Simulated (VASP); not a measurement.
# Hf2TaN4 in VASP: a series of runs, part 2 of 2

VASP 6.6.1. The steps go on from the part before.

## Step 3: Single point, PBE

This run uses another cell than the first one, of the same volume but with other edges.

INCAR reads:

```
SYSTEM = Hf2TaN4
  PREC = Accurate
  ENCUT = 520
  EDIFF = 1E-7
  ISMEAR = 0
  SIGMA = 0.1
  LREAL = .False.
  LASPH = .True.
  NELM = 80
  ALGO = Normal
  ISIF = 2
  LWAVE = .False.
  LCHARG = .False.
  GGA = PE
  NBANDS = 34
```

KPOINTS reads:

```
regular mesh
0
Gamma
  10 10 6
  0 0 0
```

POSCAR reads:

```
Hf2TaN4
1.0
    5.1374989301     -1.5825170723     -0.0226155782
    5.1374989301      1.5825170723     -0.0226155782
   -1.5266777990      0.0000000000      5.4189731007
Hf Ta N
2 1 4
Direct
    0.2208940191      0.2208940191      0.2269284996
    0.7791059809      0.7791059809      0.7730715004
    0.0000000000      0.0000000000      0.5000000000
    0.1438619755      0.1438619755      0.8382992134
    0.6194634198      0.6194634198      0.3880156734
    0.8561380245      0.8561380245      0.1617007866
    0.3805365802      0.3805365802      0.6119843266
```

Potentials or basis: VASP PAW PBE potentials, release 64 (Hf_pv, Ta_pv, N).

The run is started by

```
cat potpaw_PBE.64/Hf_pv/POTCAR potpaw_PBE.64/Ta_pv/POTCAR potpaw_PBE.64/N/POTCAR > POTCAR
mpirun -np 1 vasp_std > vasp.out
```

OUTCAR:

```text
SYSTEM = Hf2TaN4
   PREC = Accurate
   ENCUT = 520
   EDIFF = 1E-7
   ISMEAR = 0
   LREAL = .False.
   LASPH = .True.
   NELM = 80
   ISIF = 2
   GGA = PE

 ion  position               nearest neighbor table
   1  0.221  0.221  0.227-   4 2.11   6 2.20   6 2.20   5 2.22   5 2.22   7 2.33   3 3.07   2 3.20
                             2 3.20   3 3.27   3 3.27   2 3.36   2 3.36
   2  0.779  0.779  0.773-   6 2.11   4 2.20   4 2.20   7 2.22   7 2.22   5 2.33   3 3.07   1 3.20
                             1 3.20   3 3.27   3 3.27   1 3.36   1 3.36
   3  0.000  0.000  0.500-   4 2.06   6 2.06   5 2.20   5 2.20   7 2.20   7 2.20   1 3.07   2 3.07
                             1 3.27   2 3.27   1 3.27   2 3.27
   4  0.144  0.144  0.838-   3 2.06   1 2.11   2 2.20   2 2.20
   5  0.619  0.619  0.388-   3 2.20   3 2.20   1 2.22   1 2.22   2 2.33
   6  0.856  0.856  0.162-   3 2.06   2 2.11   1 2.20   1 2.20
   7  0.381  0.381  0.612-   3 2.20   3 2.20   2 2.22   2 2.22   1 2.33

  LATTYP: Found a base centered monoclinic cell.
 ALAT       =    10.2750974148
 B/A-ratio  =     0.3080295998
 C/A-ratio  =     0.5479190257
 COS(beta)  =    -0.2754065856

  Lattice vectors:

 A1 = (   5.1374989301,  -1.5825170723,  -0.0226155782)
 A2 = (   5.1374989301,   1.5825170723,  -0.0226155782)
[... 188 lines left out ...]
 val. band max:        6.0864694909   @ k =  -0.3000   0.3000   0.5000
 cond. band min:       6.0987696097   @ k =  -0.4000   0.3000   0.5000
 fundamental gap:      0.0123001188
 Fermi energy:         6.0869750040

 k-point     1 :       0.0000    0.0000    0.0000
  band No.  band energies     occupation
      1     -29.8518      2.00000
      2     -29.6880      2.00000
      3     -29.5512      2.00000
      4     -25.5210      2.00000
      5     -25.2648      2.00000
      6     -25.1876      2.00000
[... 877 lines left out ...]
     33       9.8712      0.00000
     34      10.3768      0.00000

 [... further k-points ...]
[... 5 lines left out ...]
  --------------------------------------------------------------------------------------
  -------------------------------------------------------------------------------------
  Total       -0.6152197     -0.6998469     -0.6362900      0.0000000      0.0000000      0.0936592
  in kB      -11.2003769    -12.7410552    -11.5839720      0.0000000      0.0000000      1.7051125
  external PRESSURE =     -11.8418014 kB  Pullay stress =       0.0000000 kB

 VOLUME and BASIS-vectors are now :
 -----------------------------------------------------------------------------
  energy-cutoff  :      520.00
  volume of cell :       88.01
      direct lattice vectors                 reciprocal lattice vectors
     5.137498930 -1.582517072 -0.022615578     0.097444470 -0.315952358  0.027452860
     5.137498930  1.582517072 -0.022615578     0.097444470  0.315952358  0.027452860
    -1.526677799  0.000000000  5.418973101     0.000813351  0.000000000  0.184765952

 POSITION                                       TOTAL-FORCE (eV/Angst)
 -----------------------------------------------------------------------------------
      1.92324      0.00000      1.21973         0.050047     -0.000000      0.006141
      6.82508      0.00000      4.15401        -0.050047     -0.000000     -0.006141
     -0.76334      0.00000      2.70949         0.000000      0.000000      0.000000
      0.19837      0.00000      4.53621         0.130603     -0.000000      0.082094
      5.77261      0.00000      2.07463         0.138778     -0.000000     -0.013041
      8.54995      0.00000      0.83753        -0.130603     -0.000000     -0.082094
      2.97571      0.00000      3.29911        -0.138778     -0.000000      0.013041
 -----------------------------------------------------------------------------------
    total drift:                               -0.000000     -0.000000     -0.000000

  FREE ENERGIE OF THE ION-ELECTRON SYSTEM (eV)
  ---------------------------------------------------
  free  energy   TOTEN  =       -75.4213903610 eV

  energy  without entropy=      -75.4164997995  energy(sigma->0) =      -75.41894508
```

Wall time 5.1 min (1 thread of Intel Xeon 6975P-C (Granite Rapids), shared host); peak memory 0.58 GiB.

Results:

```yaml
Free_energy: -75.4214 eV
Pressure: -1.2 GPa
Largest_force: 0.154 eV/Å
Band_gap_on_the_k_mesh: zero (an odd number of electrons rules out a gap without spin polarisation)
```

Forces in eV/Å, atoms in the order of the input:
```
Hf   0.050  0.000  0.006
Hf  -0.050  0.000 -0.006
Ta   0.000  0.000  0.000
N    0.131  0.000  0.082
N    0.139  0.000 -0.013
N   -0.131  0.000 -0.082
N   -0.139  0.000  0.013
```

Stress tensor (GPa, compression positive):
```
-1.12  0.00  0.17
 0.00 -1.27  0.00
 0.17  0.00 -1.16
```

Caveat: spin-orbit coupling is left out, which moves the levels of the heavy elements.

The gap in the log of VASP goes by the Fermi energy; the results here count the filled bands.